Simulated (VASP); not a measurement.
# BN (I-4m2) in VASP: further runs, part 2 of 2

VASP 6.6.1. The steps go on from the part before.

## (3) Single point, HSE06 (epitaxial xy strain +4.0%)

POSCAR reads:

```
BN
1.0
    0.0000000000      1.8770184836      1.7733753805
    1.8770184836      0.0000000000      1.7733753805
    1.8770184836      1.8770184836      0.0000000000
B N
1 1
Direct
    0.0000000000      0.0000000000      0.0000000000
    0.2500000000      0.2500000000      0.2500000000
```

INCAR.step1 reads:

```
PREC = Accurate
ENCUT = 520
EDIFF = 1E-5
ISMEAR = 0
SIGMA = 0.01
LREAL = False
LASPH = True
NELM = 100
ALGO = Normal
ISIF = 2
LWAVE = True
LCHARG = False
GGA = PE
NBANDS = 11
```

INCAR.step2 reads:

```
PREC = Accurate
ENCUT = 520
EDIFF = 1E-6
ISMEAR = 0
SIGMA = 0.01
LREAL = False
LASPH = True
NELM = 100
ALGO = Normal
ISIF = 2
LWAVE = False
LCHARG = False
GGA = PE
LHFCALC = True
HFSCREEN = 0.2079
PRECFOCK = Normal
ISTART = 1
NBANDS = 11
```

KPOINTS reads:

```
regular mesh
0
Gamma
  8 8 8
```

Potentials or basis: VASP PAW PBE potentials, release 64 (B, N).

Started as:

```console
$ cat potpaw_PBE.64/B/POTCAR potpaw_PBE.64/N/POTCAR > POTCAR
$ cp INCAR.step1 INCAR
$ mpirun -np 1 vasp_std > vasp.out
$ cp INCAR.step2 INCAR
$ mpirun -np 1 vasp_std > vasp.out
```

OUTCAR:

```text
PREC = Accurate
   ENCUT = 520
   EDIFF = 1E-6
   ISMEAR = 0
   LREAL = False
   LASPH = True
   NELM = 100
   ISIF = 2
   GGA = PE
   LHFCALC = True
   HFSCREEN = 0.2079
   PRECFOCK = Normal
   ISTART = 1

 ion  position               nearest neighbor table
   1  0.000  0.000  0.000-   2 1.60   2 1.60   2 1.60   2 1.60
   2  0.250  0.250  0.250-   1 1.60   1 1.60   1 1.60   1 1.60

  LATTYP: Found a body centered tetragonal cell.
 ALAT       =     2.6545049963
 C/A-ratio  =     1.3361251028

  Lattice vectors:

 A1 = (   0.0000000000,  -1.8770184836,  -1.7733753805)
 A2 = (   0.0000000000,   1.8770184836,  -1.7733753805)
 A3 = (   1.8770184836,   0.0000000000,   1.7733753805)

Analysis of symmetry for initial positions (statically):
=====================================================================
 Subroutine PRICEL returns:
 Original cell was already a primitive cell.

 Routine SETGRP: Setting up the symmetry group for a
 body centered tetragonal supercell.

 Subroutine GETGRP returns: Found  8 space group operations
 (whereof  8 operations were pure point group operations)
 out of a pool of 16 trial point group operations.

The static configuration has the point symmetry D_2d.

Analysis of symmetry for dynamics (positions and initial velocities):
=====================================================================
 Subroutine PRICEL returns:
 Original cell was already a primitive cell.

 Routine SETGRP: Setting up the symmetry group for a
 body centered tetragonal supercell.

 Subroutine GETGRP returns: Found  8 space group operations
 (whereof  8 operations were pure point group operations)
 out of a pool of 16 trial point group operations.

The dynamic configuration has the point symmetry D_2d.

 Subroutine INISYM returns: Found  8 space group operations
 (whereof  8 operations are pure point group operations),
 and found     1 'primitive' translations

----------------------------------------------------------------------------------------

                                     Primitive cell

  volume of cell :      12.4959

  direct lattice vectors                    reciprocal lattice vectors
     0.000000000  1.877018484  1.773375381    -0.266379902  0.266379902  0.281948202
     1.877018484  0.000000000  1.773375381     0.266379902 -0.266379902  0.281948202
     1.877018484  1.877018484  0.000000000     0.266379902  0.266379902 -0.281948202

  length of vectors
     2.582258436  2.582258436  2.654504996     0.470543615  0.470543615  0.470543615

  position of ions in fractional coordinates (direct lattice)
     0.000000000  0.000000000  0.000000000
     0.250000000  0.250000000  0.250000000

  ion indices of the primitive-cell ions
   primitive index   ion index
                 1           1
                 2           2

----------------------------------------------------------------------------------------

 KPOINTS: regular mesh

Automatic generation of k-mesh.
 Grid dimensions read from file:
 generate k-points for:    8    8    8

 Generating k-lattice:

  Cartesian coordinates                     Fractional coordinates (reciprocal lattice)
    -0.033297488  0.033297488  0.035243525     0.125000000  0.000000000  0.000000000
     0.033297488 -0.033297488  0.035243525     0.000000000  0.125000000  0.000000000
[... 42 lines left out ...]
   total plane-waves  NPLWV =   8000
   dimension x,y,z NGX =    20 NGY =   20 NGZ =   20
   dimension x,y,z NGXF=    40 NGYF=   40 NGZF=   40
   ions per type =               1   1
   NGX,Y,Z   is equivalent  to a cutoff of  12.88, 12.88, 12.53 a.u.
   NGXF,Y,Z  is equivalent  to a cutoff of  25.75, 25.75, 25.05 a.u.
 SYSTEM =  unknown system
   PREC   = accura    normal or accurate (medium, high low for compatibility)
   ISTART =      1    job   : 0-new  1-cont  2-samecut
   ICHARG =      0    charge: 1-file 2-atom 10-const
   ISPIN  =      1    spin polarized calculation?
   LNONCOLLINEAR =      F non collinear calculations
   LSORBIT =      F    spin-orbit coupling
   LASPH  =      T    aspherical Exc in radial PAW
   ENCUT  =  520.0 eV  38.22 Ry    6.18 a.u.   4.80  4.80  4.94*2*pi/ulx,y,z
   NELM   =    100;   NELMIN=  2; NELMDL=  0     # of ELM steps
   EDIFF  = 0.1E-05   stopping-criterion for ELM
   LREAL  =      F    real-space projection
   EDIFFG = 0.1E-04   stopping-criterion for IOM
   NSW    =      0    number of steps for IOM
   IBRION =     -1    ionic relax: 0-MD 1-quasi-New 2-CG
   NFREE  =      0    steps in history (QN), initial steepest desc. (CG)
   ISIF   =      2    stress and relaxation
   ISYM   =      3    0-nonsym 1-usesym 2-fastsym
   POTIM  = 0.5000    time-step for ionic-motion
   TEBEG  =    0.0;   TEEND  =   0.0 temperature during run
   PSTRESS=    0.0 pullay stress
   NELECT =       8.0000    total number of electrons
   NUPDOWN=      -1.0000    fix difference up-down
   EMIN   =  10.00;   EMAX   =-10.00  energy-range for DOS
   EFERMI =   0.00;   METHOD = LEGACY
   ISMEAR =     0;   SIGMA  =   0.01  broadening in eV -4-tet -1-fermi 0-gaus
   EFERMI_NEDOS =   21; number of points for ismear=-14 and -15
   IALGO  =     38    algorithm
   IMIX   =      1    mixing-type and parameters
     AMIX     =   0.40;   BMIX     =  1.00
     AMIX_MAG =   1.60;   BMIX_MAG =  1.00
  volume/ion in A,a.u.               =       6.25        42.16
  Fermi-wavevector in a.u.,A,eV,Ry     =   1.410963  2.666333 27.086697  1.990816
  Thomas-Fermi vector in A             =   2.532863
   LORBIT       =      0    0 simple, 1 ext, 2 COOP (PROOUT), +10 PAW based schemes
   GGA     = PE    functional components
   LHFCALC =     T    Hartree Fock is set to
   PRECFOCK=normal    Normal, Fast or Accurate (Low or Medium for compatibility)
   ENCUT4O =  -1.0   cutoff for four orbital integrals eV
   NKREDX  =     1    reduce k-point grid by
   NKREDY  =     1    reduce k-point grid by
   NKREDZ  =     1    reduce k-point grid by
   AEXX    =    0.2500 exact exchange contribution
   HFSCREEN=    0.2079 screening length (either q_TF or 0.3 A-1)
   HFSCREENC=   0.2079 screening length for correlation (either q_TF or 0.3 A-1)
   ENCUTFOCK=  -1.0 apply spherical cutoff to Coloumb kernel
   IVDW    =     0    specifies the selected vdW correction
   LEPSILON=     F    determine dielectric tensor
   LRPA    =     F    only Hartree local field effects (RPA)
 non-spin polarized calculation
 Gauss-broadening in eV      SIGMA  =   0.01
  energy-cutoff  :      520.00
  volume of cell :       12.50
 maximum number of plane-waves:       348
  NGX = 16; NGY = 16; NGZ = 16

 number of electron       8.0000002 magnetization

 Free energy of the ion-electron system (eV)
  ---------------------------------------------------
  ext. energy  EPLUGINS =         0.00000000
  ---------------------------------------------------
  free energy    TOTEN  =       -20.21048987 eV

  energy without entropy =      -20.21048987  energy(sigma->0) =      -20.21048987

 E-fermi :   6.2925     XC(G=0): -10.2792

 val. band max:        6.2207631660   @ k =   0.0000   0.0000   0.0000
 cond. band min:      10.9868338243   @ k =   0.5000   0.5000   0.0000
 fundamental gap:      4.7660706583
 Fermi energy:         6.2925313886

 k-point     1 :       0.0000    0.0000    0.0000
  band No.  band energies     occupation
      1     -15.5617      2.00000
      2       5.7196      2.00000
      3       5.7196      2.00000
      4       6.2208      2.00000
      5      15.9071      0.00000
      6      16.3081      0.00000
      7      16.3081      0.00000
      8      17.0372      0.00000
      9      31.5450      0.00000
     10      33.5031      0.00000
     11      34.5487      0.00000
[... 309 lines left out ...]
 k-point    24 :       0.3750   -0.0000    0.1250
  band No.  band energies     occupation
      1     -12.7124      2.00000
      2      -2.0481      2.00000
      3       3.1616      2.00000
      4       3.6881      2.00000
      5      16.4289      0.00000
      6      18.0648      0.00000
      7      19.8209      0.00000
      8      21.4431      0.00000
      9      27.7333      0.00000
     10      32.4641      0.00000
     11      34.4581      0.00000

 [... further k-points ...]
[... 5 lines left out ...]
  --------------------------------------------------------------------------------------
  -------------------------------------------------------------------------------------
  Total       -2.8065848     -2.8065848     -0.3015129      0.0000000     -0.0000000     -0.0000000
  in kB     -359.8495616   -359.8495616    -38.6588283      0.0000000     -0.0000000     -0.0000000
  external PRESSURE =    -252.7859839 kB  Pullay stress =       0.0000000 kB

 VOLUME and BASIS-vectors are now :
 -----------------------------------------------------------------------------
  energy-cutoff  :      520.00
  volume of cell :       12.50
      direct lattice vectors                 reciprocal lattice vectors
     0.000000000  1.877018484  1.773375381    -0.266379902  0.266379902  0.281948202
     1.877018484  0.000000000  1.773375381     0.266379902 -0.266379902  0.281948202
     1.877018484  1.877018484  0.000000000     0.266379902  0.266379902 -0.281948202

 POSITION                                       TOTAL-FORCE (eV/Angst)
 -----------------------------------------------------------------------------------
      0.00000      0.00000      0.00000        -0.000000     -0.000000     -0.000000
      0.93851      0.93851      0.88669         0.000000      0.000000      0.000000
 -----------------------------------------------------------------------------------
    total drift:                                0.000001      0.000001     -0.000002

  FREE ENERGIE OF THE ION-ELECTRON SYSTEM (eV)
  ---------------------------------------------------
  free  energy   TOTEN  =       -20.2104898691 eV

  energy  without entropy=      -20.2104898691  energy(sigma->0) =      -20.21048987
```

Run time: 31 min. Hardware: 1 thread of AMD EPYC 7R43 (Zen 3), shared host; peak memory 0.2 GiB.

Results:

* Free energy: -20.2105 eV
* Pressure: -25.3 GPa
* Band gap on the k mesh: 4.77 eV (least direct gap 9.69 eV)

Stress tensor (GPa, compression positive):
```
-35.98   0.00   0.00
  0.00 -35.98   0.00
  0.00   0.00  -3.87
```

Levels at points of the mesh, in eV from the valence-band top:
| k point | band 2 | band 3 | band 4 | band 5 | band 6 | band 7 |
| --- | --- | --- | --- | --- | --- | --- |
| (0.00, 0.00, 0.00) | -0.50 | -0.50 | 0.00 | 9.69 | 10.09 | 10.09 |
| (0.50, 0.00, 0.00) | -11.42 | -2.74 | -1.91 | 10.24 | 11.51 | 12.66 |
| (0.50, 0.50, 0.00) | -9.15 | -5.85 | -5.85 | 4.77 | 9.17 | 19.28 |
| (0.50, 0.00, 0.50) | -10.00 | -5.10 | -5.06 | 5.70 | 10.53 | 18.64 |

Caveat: the cell differs from its parent crystal (epitaxial xy strain +4.0%); the cell stands under tension; the PAW data sets were made with another functional, which shifts forces and pressure a little.
